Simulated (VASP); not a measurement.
The system is CdSe.

```
Cd Se
1.0
     0.00000    3.06778    3.06778
     2.91439    0.00000    3.06778
     2.91439    3.06778    0.00000
Cd Se
1 1
Direct
  0.00000 0.00000 0.00000
  0.25000 0.25000 0.25000
```

This cell differs from its parent crystal: uniaxial x strain -5.0%.

Base run:

```yaml
Program: VASP 6.6.1
Functional: PBE
Potentials_or_basis: VASP PAW PBE potentials, release 64 (Cd, Se)
Cutoff: 520 eV
k_mesh: 8 × 8 × 8
Occupations: fermi-dirac, width 0.02 eV
Spin: no spin polarisation
```

Its results: band gap on the k mesh 0.56 eV, direct; pressure 4.7 GPa.

**Question.** The run is repeated on the same cell with these changes: functional from PBE to r2SCAN; occupations from fermi-dirac, width 0.02 eV to gaussian, width 0.01 eV. What comes out?

**Answer.** Band gap on the k mesh 1.04 eV, direct; pressure 3.1 GPa.

Caveats: the PAW data sets were made with another functional, which shifts forces and pressure a little (some runs).

